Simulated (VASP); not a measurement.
# Ba3Y (I4/mmm) in VASP: further runs

Runs on Ba3Y. Level: PBEsol. Tasks: single point.

Program: VASP 6.6.1. These are calculated values, not measurements. Logs are shortened: lines on timing, memory, paths and dates and some standing lists are left out, and cuts for length are marked.

### Step 1. The cell of the first run

Symmetry: I4/mmm, No. 139, tetragonal system. Conventional cell: a = 5.912 Å, b = 5.912 Å, c = 11.868 Å, α = 90.00°, β = 90.00°, γ = 90.00°. Ba (site symmetry -4m2) has 8 Ba at 4.18 to 4.19 Å and 4 Y at 4.19 Å within 5.5 Å. Within 5.5 Å of Ba (site symmetry 4/mmm) lie 4 Y at 4.18 Å and 8 Ba at 4.19 Å. Y (site symmetry 4/mmm) has 12 Ba at 4.18 to 4.19 Å within 5.5 Å.

### Step 2. Single point, PBEsol

The input, INCAR:

```
SYSTEM = Ba3Y
  ALGO = Normal
  EDIFF = 1E-7
  ENCUT = 520
  GGA = PS
  ISIF = 2
  ISMEAR = -1
  LASPH = .TRUE.
  LCHARG = .FALSE.
  LREAL = .FALSE.
  LWAVE = .FALSE.
  NBANDS = 28
  NELM = 100
  PREC = Accurate
  SIGMA = 0.1
```

The input, KPOINTS:

```
k-points
0
G
  4 4 4
  0 0 0
```

The input, POSCAR:

```
Ba3Y
1.0
   -2.9559900000      2.9559900000      5.9338000000
    2.9559900000     -2.9559900000      5.9338000000
    2.9559900000      2.9559900000     -5.9338000000
Ba Y
3 1
Direct
    0.7500000000      0.2500000000      0.5000000000
    0.2500000000      0.7500000000      0.5000000000
    0.5000000000      0.5000000000      0.0000000000
    0.0000000000      0.0000000000      0.0000000000
```

Potentials or basis: VASP PAW PBE potentials, release 64 (Ba_sv, Y_sv).

On the command line:

```
$ cat potpaw_PBE.64/Ba_sv/POTCAR potpaw_PBE.64/Y_sv/POTCAR > POTCAR
$ mpirun -np 1 vasp_std > vasp.out
```

OUTCAR:

```text
SYSTEM = Ba3Y
   EDIFF = 1E-7
   ENCUT = 520
   GGA = PS
   ISIF = 2
   ISMEAR = -1
   LASPH = .TRUE.
   LREAL = .FALSE.
   NELM = 100
   PREC = Accurate

 ion  position               nearest neighbor table
   1  0.750  0.250  0.500-   2 4.18   2 4.18   2 4.18   2 4.18   4 4.19   3 4.19   4 4.19   4 4.19
                             3 4.19   3 4.19   4 4.19   3 4.19
   2  0.250  0.750  0.500-   1 4.18   1 4.18   1 4.18   1 4.18   4 4.19   3 4.19   4 4.19   3 4.19
                             4 4.19   4 4.19   3 4.19   3 4.19
   3  0.500  0.500  0.000-   4 4.18   4 4.18   4 4.18   4 4.18   2 4.19   1 4.19   2 4.19   1 4.19
                             2 4.19   2 4.19   1 4.19   1 4.19
   4  0.000  0.000  0.000-   3 4.18   3 4.18   3 4.18   3 4.18   2 4.19   1 4.19   2 4.19   2 4.19
                             1 4.19   1 4.19   2 4.19   1 4.19

  LATTYP: Found a body centered tetragonal cell.
 ALAT       =     5.9119800000
 C/A-ratio  =     2.0073816217

  Lattice vectors:

 A1 = (  -2.9559900000,   2.9559900000,   5.9338000000)
 A2 = (   2.9559900000,  -2.9559900000,   5.9338000000)
 A3 = (   2.9559900000,   2.9559900000,  -5.9338000000)

Analysis of symmetry for initial positions (statically):
=====================================================================
 Subroutine PRICEL returns:
 Original cell was already a primitive cell.

 Routine SETGRP: Setting up the symmetry group for a
 body centered tetragonal supercell.

 Subroutine GETGRP returns: Found 16 space group operations
 (whereof 16 operations were pure point group operations)
 out of a pool of 16 trial point group operations.

The static configuration has the point symmetry D_4h.

Analysis of symmetry for dynamics (positions and initial velocities):
=====================================================================
 Subroutine PRICEL returns:
 Original cell was already a primitive cell.

 Routine SETGRP: Setting up the symmetry group for a
 body centered tetragonal supercell.

 Subroutine GETGRP returns: Found 16 space group operations
 (whereof 16 operations were pure point group operations)
 out of a pool of 16 trial point group operations.

The dynamic configuration has the point symmetry D_4h.

 Subroutine INISYM returns: Found 16 space group operations
 (whereof 16 operations are pure point group operations),
 and found     1 'primitive' translations

----------------------------------------------------------------------------------------

                                     Primitive cell

  volume of cell :     207.3953

  direct lattice vectors                    reciprocal lattice vectors
    -2.955990000  2.955990000  5.933800000     0.000000000  0.169148069  0.084263035
     2.955990000 -2.955990000  5.933800000     0.169148069  0.000000000  0.084263035
     2.955990000  2.955990000 -5.933800000     0.169148069  0.169148069  0.000000000

  length of vectors
     7.258494072  7.258494072  7.258494072     0.188974412  0.188974412  0.239211493

  position of ions in fractional coordinates (direct lattice)
     0.750000000  0.250000000  0.500000000
     0.250000000  0.750000000  0.500000000
     0.500000000  0.500000000  0.000000000
     0.000000000  0.000000000  0.000000000

  ion indices of the primitive-cell ions
   primitive index   ion index
                 1           1
                 2           2
                 3           3
                 4           4

----------------------------------------------------------------------------------------

 KPOINTS: k-points

Automatic generation of k-mesh.
 Grid dimensions read from file:
 generate k-points for:    4    4    4

 Generating k-lattice:

  Cartesian coordinates                     Fractional coordinates (reciprocal lattice)
     0.000000000  0.042287017  0.021065759     0.250000000  0.000000000  0.000000000
     0.042287017  0.000000000  0.021065759     0.000000000  0.250000000  0.000000000
     0.042287017  0.042287017  0.000000000     0.000000000  0.000000000  0.250000000

  Length of vectors
     0.047243603  0.047243603  0.059802873

  Shift w.r.t. Gamma in fractional coordinates (k-lattice)
     0.000000000  0.000000000  0.000000000

 Subroutine IBZKPT returns following result:
 ===========================================

 Found     13 irreducible k-points:

 Following reciprocal coordinates:
            Coordinates               Weight
  0.000000  0.000000  0.000000      1.000000
  0.250000  0.000000 -0.000000      8.000000
  0.500000  0.000000 -0.000000      4.000000
  0.250000  0.250000 -0.000000      8.000000
  0.500000  0.250000 -0.000000     16.000000
 -0.250000  0.250000  0.000000      4.000000
  0.500000  0.500000 -0.000000      2.000000
  0.250000  0.250000  0.250000      2.000000
 -0.250000  0.250000  0.250000      4.000000
  0.500000  0.500000  0.250000      4.000000
 -0.250000  0.500000  0.250000      8.000000
 -0.250000 -0.250000  0.250000      2.000000
  0.500000  0.500000  0.500000      1.000000
   k-points           NKPTS =     13   k-points in BZ     NKDIM =     13   number of bands    NBANDS=     28
   number of dos      NEDOS =    301   number of ions     NIONS =      4
   total plane-waves  NPLWV = 157464
   dimension x,y,z NGX =    54 NGY =   54 NGZ =   54
   dimension x,y,z NGXF=   108 NGYF=  108 NGZF=  108
   ions per type =               3   1
   NGX,Y,Z   is equivalent  to a cutoff of  12.37, 12.37, 12.37 a.u.
   NGXF,Y,Z  is equivalent  to a cutoff of  24.74, 24.74, 24.74 a.u.
 SYSTEM =  Ba3Y
   PREC   = accura    normal or accurate (medium, high low for compatibility)
   ISTART =      0    job   : 0-new  1-cont  2-samecut
   ICHARG =      2    charge: 1-file 2-atom 10-const
   ISPIN  =      1    spin polarized calculation?
   LNONCOLLINEAR =      F non collinear calculations
   LSORBIT =      F    spin-orbit coupling
   LASPH  =      T    aspherical Exc in radial PAW
   ENCUT  =  520.0 eV  38.22 Ry    6.18 a.u.  13.50 13.50 13.50*2*pi/ulx,y,z
   NELM   =    100;   NELMIN=  2; NELMDL= -5     # of ELM steps
   EDIFF  = 0.1E-06   stopping-criterion for ELM
   LREAL  =      F    real-space projection
   EDIFFG = 0.1E-05   stopping-criterion for IOM
   NSW    =      0    number of steps for IOM
   IBRION =     -1    ionic relax: 0-MD 1-quasi-New 2-CG
   NFREE  =      0    steps in history (QN), initial steepest desc. (CG)
   ISIF   =      2    stress and relaxation
   ISYM   =      2    0-nonsym 1-usesym 2-fastsym
   POTIM  = 0.5000    time-step for ionic-motion
   TEBEG  =    0.0;   TEEND  =   0.0 temperature during run
   PSTRESS=    0.0 pullay stress
   NELECT =      41.0000    total number of electrons
   NUPDOWN=      -1.0000    fix difference up-down
   EMIN   =  10.00;   EMAX   =-10.00  energy-range for DOS
   EFERMI =   0.00;   METHOD = LEGACY
   ISMEAR =    -1;   SIGMA  =   0.10  broadening in eV -4-tet -1-fermi 0-gaus
   EFERMI_NEDOS =   21; number of points for ismear=-14 and -15
   IALGO  =     38    algorithm
   IMIX   =      4    mixing-type and parameters
     AMIX     =   0.40;   BMIX     =  1.00
     AMIX_MAG =   1.60;   BMIX_MAG =  1.00
  volume/ion in A,a.u.               =      51.85       349.89
  Fermi-wavevector in a.u.,A,eV,Ry     =   0.953681  1.802196 12.374603  0.909508
  Thomas-Fermi vector in A             =   2.082358
   LORBIT       =      0    0 simple, 1 ext, 2 COOP (PROOUT), +10 PAW based schemes
   GGA     = PS    functional components
   LHFCALC =     F    Hartree Fock is set to
   AEXX    =    0.0000 exact exchange contribution
   IVDW    =     0    specifies the selected vdW correction
   LEPSILON=     F    determine dielectric tensor
   LRPA    =     F    only Hartree local field effects (RPA)
 non-spin polarized calculation
  energy-cutoff  :      520.00
  volume of cell :      207.40
 maximum number of plane-waves:      5600
 NGX is ok and might be reduce to    54
   NGX = 27   NGY = 27   NGZ = 27

 number of electron      41.0000001 magnetization

 Free energy of the ion-electron system (eV)
  ---------------------------------------------------
  ext. energy  EPLUGINS =         0.00000000
  ---------------------------------------------------
  free energy    TOTEN  =       -12.45966417 eV

  energy without entropy =      -12.18774305  energy(sigma->0) =      -12.32370361

 E-fermi :   1.9691     XC(G=0):  -8.0926

 val. band max:        1.8982735577   @ k =   0.5000   0.2500  -0.0000
 cond. band min:       1.9705654362   @ k =   0.5000   0.5000   0.2500
 fundamental gap:      0.0722918784
 Fermi energy:         1.9690568344

 k-point     1 :       0.0000    0.0000    0.0000
  band No.  band energies     occupation
      1     -41.8069      2.00000
      2     -26.5090      2.00000
      3     -26.4216      2.00000
      4     -26.3980      2.00000
      5     -21.7541      2.00000
      6     -21.7541      2.00000
[... 20 lines left out ...]
     27       3.6641      0.00000
     28       3.7885      0.00000

 k-point     2 :       0.2500    0.0000   -0.0000
  band No.  band energies     occupation
      1     -41.8069      2.00000
      2     -26.4962      2.00000
      3     -26.4254      2.00000
      4     -26.4071      2.00000
      5     -21.7542      2.00000
      6     -21.7540      2.00000
[... 20 lines left out ...]
     27       3.4353      0.00000
     28       3.9493      0.00000

 k-point     3 :       0.5000    0.0000   -0.0000
  band No.  band energies     occupation
      1     -41.8068      2.00000
      2     -26.4791      2.00000
      3     -26.4297      2.00000
      4     -26.4200      2.00000
      5     -21.7543      2.00000
      6     -21.7540      2.00000
[... 20 lines left out ...]
     27       2.9852      0.00008
     28       3.5942      0.00000

 k-point     4 :       0.2500    0.2500   -0.0000
  band No.  band energies     occupation
      1     -41.8068      2.00000
      2     -26.4823      2.00000
      3     -26.4325      2.00000
      4     -26.4138      2.00000
      5     -21.7544      2.00000
      6     -21.7541      2.00000
[... 237 lines left out ...]
     27       3.3927      0.00000
     28       3.7146      0.00000

 k-point    12 :      -0.2500   -0.2500    0.2500
  band No.  band energies     occupation
      1     -41.8069      2.00000
      2     -26.4964      2.00000
      3     -26.4344      2.00000
      4     -26.3982      2.00000
      5     -21.7541      2.00000
      6     -21.7541      2.00000
[... 20 lines left out ...]
     27       3.5780      0.00000
     28       4.1050      0.00000

 k-point    13 :       0.5000    0.5000    0.5000
  band No.  band energies     occupation
      1     -41.8069      2.00000
      2     -26.4696      2.00000
      3     -26.4616      2.00000
      4     -26.3983      2.00000
      5     -21.7541      2.00000
      6     -21.7541      2.00000
[... 20 lines left out ...]
     27       4.0101      0.00000
     28       4.0101      0.00000

------------------------ aborting loop because EDIFF is reached ----------------------------------------

  FORCE on cell =-STRESS in cart. coord.  units (eV):
  Direction    XX          YY          ZZ          XY          YZ          ZX
  --------------------------------------------------------------------------------------
  -------------------------------------------------------------------------------------
  Total       -1.1520547     -1.1520547     -1.2247280      0.0000000     -0.0000000     -0.0000000
  in kB       -8.8998943     -8.8998943     -9.4613128      0.0000000     -0.0000000     -0.0000000
  external PRESSURE =      -9.0870338 kB  Pullay stress =       0.0000000 kB

 VOLUME and BASIS-vectors are now :
 -----------------------------------------------------------------------------
  energy-cutoff  :      520.00
  volume of cell :      207.40
      direct lattice vectors                 reciprocal lattice vectors
    -2.955990000  2.955990000  5.933800000     0.000000000  0.169148069  0.084263035
     2.955990000 -2.955990000  5.933800000     0.169148069  0.000000000  0.084263035
     2.955990000  2.955990000 -5.933800000     0.169148069  0.169148069  0.000000000

 POSITION                                       TOTAL-FORCE (eV/Angst)
 -----------------------------------------------------------------------------------
      0.00000      2.95599      2.96690        -0.000000      0.000000      0.000000
      2.95599      0.00000      2.96690         0.000000     -0.000000     -0.000000
      0.00000      0.00000      5.93380         0.000000     -0.000000     -0.000000
      0.00000      0.00000      0.00000         0.000000     -0.000000     -0.000000
 -----------------------------------------------------------------------------------
    total drift:                               -0.000000      0.000000      0.000000

  FREE ENERGIE OF THE ION-ELECTRON SYSTEM (eV)
  ---------------------------------------------------
  free  energy   TOTEN  =       -12.4596641697 eV

  energy  without entropy=      -12.1877430518  energy(sigma->0) =      -12.32370361
```

It took 3.5 min on 1 thread of AMD EPYC 7R43 (Zen 3), shared host; peak memory 0.39 GiB.

Results:

```yaml
Free_energy: -12.4597 eV
Pressure: -0.9 GPa
Band_gap_on_the_k_mesh: zero (an odd number of electrons rules out a gap without spin polarisation)
```

Caveat: the PAW data sets were made with another functional, which shifts forces and pressure a little; spin-orbit coupling is left out, which moves the levels of the heavy elements.

### Step 3. Single point, PBEsol

The input, INCAR:

```
PREC = Accurate
ENCUT = 520
EDIFF = 1E-6
ISMEAR = -1
SIGMA = 0.1
LREAL = F
LASPH = T
NELM = 100
ALGO = Normal
ISIF = 2
LWAVE = F
LCHARG = F
GGA = PS
NBANDS = 28
```

The input, KPOINTS:

```
Automatic mesh
0
Gamma
  4 4 4
```

POSCAR is that of step 2.

Potentials or basis: VASP PAW PBE potentials, release 64 (Ba_sv, Y_sv).

On the command line:

```
$ cat potpaw_PBE.64/Ba_sv/POTCAR potpaw_PBE.64/Y_sv/POTCAR > POTCAR
$ mpirun -np 1 vasp_std > vasp.out
```

Wall time 3.2 min (1 thread of AMD EPYC 7R43 (Zen 3), shared host); peak memory 0.39 GiB.

The run converged. Its results:

| Item | Value |
| --- | --- |
| Free energy | -12.4597 eV |
| Pressure | -0.9 GPa |
| Band gap on the k mesh | zero (an odd number of electrons rules out a gap without spin polarisation) |

Levels at points of the mesh, in eV from the Fermi level:
| k point | band 16 | band 17 | band 18 | band 19 | band 20 | band 21 | band 22 | band 23 | band 24 | band 25 |
| --- | --- | --- | --- | --- | --- | --- | --- | --- | --- | --- |
| (0.00, 0.00, 0.00) | -13.38 | -3.25 | -1.06 | -0.38 | -0.35 | -0.16 | 0.53 | 0.53 | 0.64 | 0.64 |
| (0.50, 0.00, 0.00) | -13.39 | -1.76 | -1.32 | -0.16 | 0.10 | 0.14 | 0.35 | 0.35 | 0.39 | 0.68 |
| (0.50, 0.50, 0.00) | -13.36 | -1.73 | -0.98 | -0.66 | -0.56 | 0.46 | 0.60 | 0.64 | 0.96 | 0.98 |
| (0.50, 0.50, 0.50) | -13.42 | -2.11 | -1.60 | -1.05 | -0.95 | -0.39 | -0.39 | 0.24 | 0.61 | 1.38 |

Caveat: the PAW data sets were made with another functional, which shifts forces and pressure a little; spin-orbit coupling is left out, which moves the levels of the heavy elements.
